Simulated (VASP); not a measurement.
Here is a VASP 6.6.1 calculation.

File INCAR:

```
SYSTEM = Cu
PREC = Accurate ; ENCUT = 600
EDIFF = 1E-6 ; ISMEAR = 0
SIGMA = 0.1 ; LREAL = .False.
LASPH = .True. ; NELM = 100
ALGO = Fast ; ISIF = 3
LWAVE = .False. ; LCHARG = .False.
GGA = PE ; IBRION = 2
NSW = 90 ; EDIFFG = -0.04
```

KPOINTS

```
regular mesh
0
Gamma
  6 6 6
  0 0 0
```

POSCAR

```
Cu
1.0
    3.2912143951      0.0000000000      0.0000000000
   -0.9234885466      3.5372418860      0.0000000000
    0.8120575218      0.5433537704      3.5517843250
Cu
3
Direct
    0.4407252968      0.7937067373      0.7277421158
    0.7155440028      0.4996025474      0.4563508236
    0.6868230745      0.5092111155      0.9824336818
```

Potentials or basis: VASP PAW PBE potentials, release 64 (Cu).

Command:

```bash
$ cat potpaw_PBE.64/Cu/POTCAR > POTCAR
$ mpirun -np 1 vasp_std > vasp.out
```

Predict the relaxed volume.

12.03 Å³/atom.

What does it give for the relaxed cell?

a = 2.616 Å, b = 3.569 Å, c = 4.451 Å, α = 66.54°, β = 72.88°, γ = 90.11°.

Predict the space group after relaxing (to 0.1 Å).

I4/mmm (No. 139).

What does it give for the band gap on the k mesh?

Zero (an odd number of electrons rules out a gap without spin polarisation).

Final structure:
```
Cu
1.0
     2.59063    0.27737    0.23924
    -0.42384    3.51671    0.43413
     0.79182    1.38029    4.15711
Cu
3
Direct
  0.28064 0.93422 0.72214
  0.94841 0.60109 0.38832
  0.61405 0.26721 0.05607
```

Caveat: a cell axis changed by over 15 % at a fixed basis, so the end point is rough.
